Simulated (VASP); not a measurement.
Runs of VASP 6.6.1 on Ti2NbC3. The structure is that of space group P6/mmm (No. 191), or close to it. The cells are those of the table. 

```csv
task,cell,k mesh,cutoff (eV),gap on the mesh (eV),pressure (GPa),relaxed volume (Å³/atom)
relaxation of cell and atoms,"relaxed from a = 4.992, b = 4.992, c = 3.882 Å, angles 90.0, 90.0, 120.0°, 6 atoms",6 × 6 × 4,600,none,0.0,11.52
single point,"a = 5.245, b = 5.245, c = 2.914 Å, angles 90.0, 90.0, 120.0°, 6 atoms",6 × 6 × 6,520,none,0.0,-
relaxation of cell and atoms,"relaxed from a = 5.202, b = 5.202, c = 2.947 Å, angles 90.0, 90.0, 120.0°, 6 atoms",6 × 6 × 6,600,none,-0.1,11.56
single point,"a = 5.223, b = 5.223, c = 2.931 Å, angles 90.0, 90.0, 120.0°, 6 atoms",12 × 12 × 12,520,none,0.0,-
single point,"a = 4.992, b = 4.992, c = 3.882 Å, angles 90.0, 90.0, 120.0°, 6 atoms",6 × 6 × 4,520,none,-28.3,-
single point,"a = 5.202, b = 5.202, c = 2.947 Å, angles 90.0, 90.0, 120.0°, 6 atoms",6 × 6 × 4,520,none,(a),-
```

Alike in all rows: level PBE; potentials or basis VASP PAW PBE potentials, release 64 (Ti_sv, Nb_sv, C); no spin polarisation; smearing gaussian 0.1 eV.

Fill in the values left out.

(a) 0.1.

Caveats: some runs use coarse meshes; the volume moved by over 15 % at a fixed basis, so the end points are rough (some runs).

A k mesh can miss the band edges, and the runs leave out spin-orbit coupling on Nb.

A gap of «none» marks levels without a gap at the run's occupations.
